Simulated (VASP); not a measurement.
Wanted: the native input for a VASP 6.6.1 run.

```
Task                   : single point
Functional             : LDA
Potentials or basis    : VASP PAW LDA potentials, release 64 (Zr_sv)
Cutoff                 : 520 eV
k mesh                 : 18 × 18 × 18
Occupations            : fermi-dirac, width 0.1 eV
Spin                   : no spin polarisation
Dipole correction      : no
Further INCAR settings : ALGO = Normal; EDIFF = 1e-06; NBANDS = 12
```

The structure of Zr lies in POSCAR:

```
Zr
1.0
    2.8316694853      0.0000000000      0.0000000000
    0.0000000000      2.8316694853      0.0000000000
    0.0000000000      0.0000000000      2.8316694853
Zr
1
Direct
    0.0000000000      0.0000000000      0.0000000000
```

The input as run:

INCAR

```
ALGO = Normal
EDIFF = 1E-6
ENCUT = 520
GGA = CA
ISIF = 2
ISMEAR = -1
LASPH = T
LCHARG = T
LELF = T
LREAL = F
LVHAR = T
LWAVE = F
NBANDS = 12
NELM = 60
PREC = Accurate
SIGMA = 0.1
```

KPOINTS

```
k-points
0
Gamma
  18 18 18
```

Potentials or basis: VASP PAW LDA potentials, release 64 (Zr_sv).

Command:

```sh
$ cat potpaw_LDA.64/Zr_sv/POTCAR > POTCAR
$ mpirun -np 1 vasp_std > vasp.out
```

It gave:

```yaml
Pressure: 0.5 GPa
Band_gap_on_the_k_mesh: zero (band 6 reaches 9.83 eV, above the bottom of band 7 at 6.83 eV)
```

It used 48 s of CPU time on 1 thread of AMD EPYC 7R13 Processor (Zen 3) (shared host).
